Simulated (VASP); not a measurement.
Write the native input for VASP 6.6.1 that does the following.

| Property | Result |
| --- | --- |
| Task | relaxation of cell and atoms |
| Functional | PBEsol |
| Potentials or basis | VASP PAW PBE potentials, release 64 (Ir) |
| Cutoff | 600 eV |
| k mesh | 18 × 18 × 18 |
| Occupations | gaussian, width 0.1 eV |
| Spin | no spin polarisation |
| Dipole correction | no |
| Further INCAR settings | ALGO = Normal; EDIFF = 1e-06; IBRION = 2; EDIFFG = -0.005; NSW = 100; ISIF = 3 |

The structure of Ir lies in POSCAR:

```
Ir
1.0
    0.0000000000      1.9200010851      1.9200010851
    1.9200010851      0.0000000000      1.9200010851
    1.9200010851      1.9200010851      0.0000000000
Ir
1
Direct
    0.0000000000      0.0000000000      0.0000000000
```

One way to write it, as run:

INCAR

```
PREC = Accurate
ENCUT = 600
EDIFF = 1E-6
ISMEAR = 0
SIGMA = 0.1
LREAL = False
LASPH = True
NELM = 100
ALGO = Normal
ISIF = 3
LWAVE = False
LCHARG = False
GGA = PS
IBRION = 2
NSW = 100
EDIFFG = -0.005
```

KPOINTS

```
Automatic mesh
0
Gamma
  18 18 18
```

Potentials or basis: VASP PAW PBE potentials, release 64 (Ir).

The run is started by

```bash
$ cat potpaw_PBE.64/Ir/POTCAR > POTCAR
$ mpirun -np 1 vasp_std > vasp.out
```

It gave:

```yaml
Relaxed_volume: 14.09 Å³/atom
Relaxed_cell: a = 2.711 Å, b = 2.711 Å, c = 2.711 Å, α = 60.00°, β = 60.00°, γ = 60.00°
Space_group_after_relaxing_to_0.1_Å: Fm-3m (No. 225)
Energy_gained_by_relaxing: 0.4 meV/atom
Ionic_steps: 3
Pressure_after_relaxing: 0.0 GPa
Band_gap_on_the_k_mesh: zero (an odd number of electrons rules out a gap without spin polarisation)
```

Caveat: the PAW data sets were made with another functional, which shifts forces and pressure a little; spin-orbit coupling is left out, which moves the levels of the heavy elements.

It took 53 s on 1 thread of Intel Xeon 8259CL (shared host), peak memory 0.17 GiB.
